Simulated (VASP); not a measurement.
Input of a VASP 6.6.1 run:

File INCAR:

```
ALGO = Normal
EDIFF = 1E-6
ENCUT = 520
GGA = PS
ISIF = 2
ISMEAR = 0
LASPH = T
LCHARG = F
LREAL = F
LWAVE = F
NBANDS = 12
NELM = 80
PREC = Accurate
SIGMA = 0.1
```

KPOINTS

```
k-points
0
Gamma
  10 10 10
```

POSCAR

```
Zn
1.0
    0.0000000000      1.9138181646      1.9138181646
    1.9138181646      0.0000000000      1.9138181646
    1.9138181646      1.9138181646      0.0000000000
Zn
1
Direct
    0.0000000000      0.0000000000      0.0000000000
```

Potentials or basis: VASP PAW PBE potentials, release 64 (Zn).

Command:

```bash
$ cat potpaw_PBE.64/Zn/POTCAR > POTCAR
$ mpirun -np 1 vasp_std > vasp.out
```

Task: Predict the band gap on the k mesh.

Result: Zero (bands 6 and 7 overlap by 2.40 eV).

Task: What does it give for the pressure?

Result: 0.8 GPa.

Caveat: the PAW data sets were made with another functional, which shifts forces and pressure a little.
